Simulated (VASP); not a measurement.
# Ca (Fm-3m) in VASP: further runs, part 2 of 2

VASP 6.6.1.

### Step 3. Single point, r2SCAN

The input, POSCAR:

```
Ca
1.0
    0.0000000000      2.7835023068      2.7835023068
    2.7835023068      0.0000000000      2.7835023068
    2.7835023068      2.7835023068      0.0000000000
Ca
1
Direct
    0.0000000000      0.0000000000      0.0000000000
```

The input, INCAR.step1:

```
SYSTEM = Ca
ALGO     = Normal         ! electronic algorithm
EDIFF    = 1E-4           ! SCF threshold, eV
ENCUT    = 520            ! plane-wave cutoff, eV
GGA      = PE             ! functional
ISMEAR   = -1             ! smearing method
LASPH    = .True.         ! aspherical terms in the spheres
LCHARG   = .False.        ! write CHGCAR
LREAL    = .False.        ! projectors in reciprocal space
LWAVE    = .True.         ! write WAVECAR
NBANDS   = 11             ! bands
NELM     = 60             ! most SCF steps
PREC     = Accurate       ! precision mode
SIGMA    = 0.2            ! smearing width, eV
```

The input, INCAR.step2:

```
SYSTEM = Ca
ALGO     = Normal         ! electronic algorithm
EDIFF    = 1E-6           ! SCF threshold, eV
ENCUT    = 520            ! plane-wave cutoff, eV
ISIF     = 2              ! what is computed and relaxed
ISMEAR   = -1             ! smearing method
ISTART   = 1            
LASPH    = .True.         ! aspherical terms in the spheres
LCHARG   = .False.        ! write CHGCAR
LMIXTAU  = .True.       
LREAL    = .False.        ! projectors in reciprocal space
LWAVE    = .False.        ! write WAVECAR
METAGGA  = R2SCAN         ! meta-GGA
NBANDS   = 11             ! bands
NELM     = 60             ! most SCF steps
PREC     = Accurate       ! precision mode
SIGMA    = 0.2            ! smearing width, eV
```

The input, KPOINTS:

```
k-points
0
Gamma
  10 10 10
  0 0 0
```

Potentials or basis: VASP PAW PBE potentials, release 64 (Ca_sv).

Run with:

```
cat potpaw_PBE.64/Ca_sv/POTCAR > POTCAR
cp INCAR.step1 INCAR
mpirun -np 1 vasp_std > vasp.out
cp INCAR.step2 INCAR
mpirun -np 1 vasp_std > vasp.out
```

OUTCAR:

```text
SYSTEM = Ca
   EDIFF = 1E-6
   ENCUT = 520
   ISIF = 2
   ISMEAR = -1
   ISTART = 1
   LASPH = .True.
   LREAL = .False.
   METAGGA = R2SCAN
   NELM = 60
   PREC = Accurate

 ion  position               nearest neighbor table
   1  0.000  0.000  0.000-

  LATTYP: Found a face centered cubic cell.
 ALAT       =     5.5670046136

  Lattice vectors:

 A1 = (   0.0000000000,   2.7835023068,   2.7835023068)
 A2 = (   2.7835023068,   0.0000000000,   2.7835023068)
 A3 = (   2.7835023068,   2.7835023068,   0.0000000000)

Analysis of symmetry for initial positions (statically):
[... 505 lines left out ...]
      4     -21.9537      2.00000
      5       0.3112      1.99934
      6       2.9614      0.01062
      7       3.6030      0.00043
      8       5.5729      0.00000
      9       5.8813      0.00000
     10       6.3651      0.00000
     11       8.9776      0.00000

 [... further k-points ...]
[... 5 lines left out ...]
  --------------------------------------------------------------------------------------
  -------------------------------------------------------------------------------------
  Total        0.0288852      0.0288852      0.0288852      0.0000000      0.0000000      0.0000000
  in kB        1.0729556      1.0729556      1.0729556      0.0000000      0.0000000      0.0000000
  external PRESSURE =       1.0729556 kB  Pullay stress =       0.0000000 kB

 VOLUME and BASIS-vectors are now :
 -----------------------------------------------------------------------------
  energy-cutoff  :      520.00
  volume of cell :       43.13
      direct lattice vectors                 reciprocal lattice vectors
     0.000000000  2.783502307  2.783502307    -0.179629813  0.179629813  0.179629813
     2.783502307  0.000000000  2.783502307     0.179629813 -0.179629813  0.179629813
     2.783502307  2.783502307  0.000000000     0.179629813  0.179629813 -0.179629813

 POSITION                                       TOTAL-FORCE (eV/Angst)
 -----------------------------------------------------------------------------------
      0.00000      0.00000      0.00000         0.000000     -0.000000      0.000000
 -----------------------------------------------------------------------------------
    total drift:                               -0.000000     -0.000000      0.000000

  FREE ENERGIE OF THE ION-ELECTRON SYSTEM (eV)
  ---------------------------------------------------
  free  energy   TOTEN  =        -7.1045002763 eV

  energy  without entropy=       -6.9624735568  energy(sigma->0) =       -7.03348692
```

OUTCAR.step1:

```text
SYSTEM = Ca
   EDIFF = 1E-4
   ENCUT = 520
   GGA = PE
   ISMEAR = -1
   LASPH = .True.
   LREAL = .False.
[... 554 lines left out ...]
 -----------------------------------------------------------------------------------
      0.00000      0.00000      0.00000         0.000000     -0.000000      0.000000
 -----------------------------------------------------------------------------------
    total drift:                               -0.000000     -0.000000      0.000000

  FREE ENERGIE OF THE ION-ELECTRON SYSTEM (eV)
  ---------------------------------------------------
  free  energy   TOTEN  =        -2.0103322015 eV

  energy  without entropy=       -1.8501182841  energy(sigma->0) =       -1.93022524
```

Wall time 46 s (1 thread of Intel Xeon Platinum 8559C (Emerald Rapids), shared host); peak memory 0.18 GiB.

What came out:

```
Free energy            : -7.1045 eV
Pressure               : 0.1 GPa
Band gap on the k mesh : zero (bands 5 and 6 overlap by 0.49 eV)
```

Caveat: the PAW data sets were made with another functional, which shifts forces and pressure a little.

### Step 4. Single point, r2SCAN

POSCAR is that of step 3.

The input, INCAR.step1:

```
PREC = Accurate
ENCUT = 520
ISMEAR = -1
SIGMA = 0.3
LREAL = False
LASPH = True
NELM = 100
NBANDS = 11
GGA = PE
ALGO = Normal
EDIFF = 1E-4
LWAVE = True
LCHARG = False
```

The input, INCAR.step2:

```
PREC = Accurate
ENCUT = 520
EDIFF = 1E-6
ISMEAR = -1
SIGMA = 0.3
LREAL = False
LASPH = True
NELM = 100
ALGO = Normal
ISIF = 2
LWAVE = False
LCHARG = False
METAGGA = R2SCAN
LMIXTAU = True
NBANDS = 11
ISTART = 1
```

The input, KPOINTS:

```
regular mesh
0
Gamma
  10 10 10
```

Run with:

```
cat potpaw_PBE.64/Ca_sv/POTCAR > POTCAR
cp INCAR.step1 INCAR
mpirun -np 1 vasp_std > vasp.out
cp INCAR.step2 INCAR
mpirun -np 1 vasp_std > vasp.out
```

It took 49 s on 1 thread of Intel Xeon Platinum 8559C (Emerald Rapids), shared host; peak memory 0.18 GiB.

Results (log left out):

```yaml
Free_energy: -7.1943 eV
Pressure: 0.2 GPa
Band_gap_on_the_k_mesh: zero (bands 5 and 6 overlap by 0.49 eV)
```

Levels at points of the mesh, in eV from the Fermi level:
| k point | band 3 | band 4 | band 5 | band 6 | band 7 | band 8 |
| --- | --- | --- | --- | --- | --- | --- |
| (0.00, 0.00, 0.00) | -23.76 | -23.76 | -4.22 | 2.74 | 2.74 | 2.74 |
| (0.50, 0.00, 0.00) | -23.78 | -23.78 | -0.89 | -0.27 | 2.61 | 2.61 |
| (0.50, 0.50, 0.00) | -23.81 | -23.81 | -0.34 | 0.82 | 0.94 | 4.56 |

Caveat: so wide a smearing shifts energies and pressures; the PAW data sets were made with another functional, which shifts forces and pressure a little.

### Step 5. The runs side by side

```csv
smearing,gap on the mesh (eV),pressure (GPa)
fermi-dirac 0.03 eV,none,0.0
fermi-dirac 0.2 eV,none,0.1
fermi-dirac 0.3 eV,none,0.2
```

Alike in all rows: task single point; level r2SCAN; potentials or basis VASP PAW PBE potentials, release 64 (Ca_sv); no spin polarisation; cell as given; k mesh 10 × 10 × 10; cutoff (eV) 520.

Caveats: the PAW data sets were made with another functional, which shifts forces and pressure a little; so wide a smearing shifts energies and pressures (at least some runs).

Total energies depend on the potentials used, so only differences within one code and one set of settings carry meaning.
